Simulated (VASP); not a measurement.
Input of a VASP 6.6.1 run:

File INCAR:

```
ALGO = Normal ; EDIFF = 1E-6
ENCUT = 520 ; GGA = CA
ISIF = 2 ; ISMEAR = -1
LASPH = T ; LCHARG = F
LREAL = F ; LWAVE = F
NBANDS = 29 ; NELM = 100
PREC = Accurate ; SIGMA = 0.05
```

KPOINTS

```
k-points
0
Gamma
  7 7 7
```

POSCAR

```
KZnF3
1.0
    4.0228179729      0.0000000000      0.0000000000
    0.0000000000      4.0228179729      0.0000000000
    0.0000000000      0.0000000000      4.0228179729
Zn K F
1 1 3
Direct
    0.5000000000      0.5000000000      0.5000000000
    0.0000000000      0.0000000000      0.0000000000
    0.5000000000      0.0000000000      0.5000000000
    0.0000000000      0.5000000000      0.5000000000
    0.5000000000      0.5000000000      0.0000000000
```

Potentials or basis: VASP PAW LDA potentials, release 64 (Zn, K_sv, F).

Launch:

```sh
$ cat potpaw_LDA.64/Zn/POTCAR potpaw_LDA.64/K_sv/POTCAR potpaw_LDA.64/F/POTCAR > POTCAR
$ mpirun -np 1 vasp_std > vasp.out
```

(1) What does it give for the pressure?

(2) Predict the band gap on the k mesh.

## Answers

(1) -2.7 GPa.

(2) 3.76 eV (least direct gap 5.57 eV).

Caveat: an odd mesh through Γ misses points on the zone boundary, where band edges can lie.
